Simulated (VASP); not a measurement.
Crystal: Ca2Se.

```xyz
3
Lattice="3.9400 0.0000 0.0000 0.0000 3.9400 0.0000 0.0000 0.0000 5.2442" Properties=species:S:1:pos:R:3 pbc="T T T"
Ca    0.0000    1.9700    2.1030
Ca    1.9700    0.0000    3.1412
Se    0.0000    0.0000    0.0000
```

```yaml
Program: VASP 6.6.1
Task: relaxation of cell and atoms
Functional: PBE
Potentials_or_basis: VASP PAW PBE potentials, release 64 (Ca_sv, Se)
Cutoff: 600 eV
k_mesh: 4 × 4 × 4
Occupations: gaussian, width 0.1 eV
Spin: no spin polarisation
```

At the start: pressure 8.3 GPa; volume 27.14 Å³/atom.

Question: Where does the relaxation end?

Answer: Over 12 steps the energy falls by 771.4 meV/atom and the volume is 33.06 Å³/atom (+21.8 %); space group P-4m2 (No. 115, to 0.05 Å).

The path:
| step | energy change (eV) | largest force (eV/Å) | pressure (GPa) | volume (Å³) |
| --- | --- | --- | --- | --- |
| 1 | 0.0000 | 1.4578 | 8.26 | 81.41 |
| 2 | -1.4857 | 0.7999 | 1.55 | 98.21 |
| 3 | -1.8563 | 0.5731 | -1.26 | 110.28 |
| 4 | -1.9093 | 0.5321 | -2.21 | 115.36 |
| 5 | -2.1408 | 0.2987 | -1.11 | 107.04 |
| 6 | -2.2806 | 0.0130 | 0.67 | 97.93 |
| 7 | -2.2847 | 0.0948 | 1.35 | 95.63 |
| 8 | -2.2852 | 0.0713 | 1.15 | 96.28 |
| 9 | -2.3132 | 0.0433 | 0.12 | 98.62 |
| 10 | -2.3134 | 0.0449 | 0.21 | 98.42 |
| 11 | -2.3134 | 0.0446 | 0.19 | 98.46 |
| 12 | -2.3142 | 0.0229 | -0.01 | 99.18 |

Final structure:
```
Ca Se
1.0
     5.01113    0.00000    0.00000
     0.00000    5.01113    0.00000
     0.00000    0.00000    3.94958
Ca Se
2 1
Direct
  0.00000 0.50000 0.35353
  0.50000 0.00000 0.64647
  0.00000 0.00000 0.00000
```

Caveat: the k points lie up to 0.40 Å⁻¹ apart in the final cell; the volume moved by over 15 % at a fixed basis, so the end points are rough.
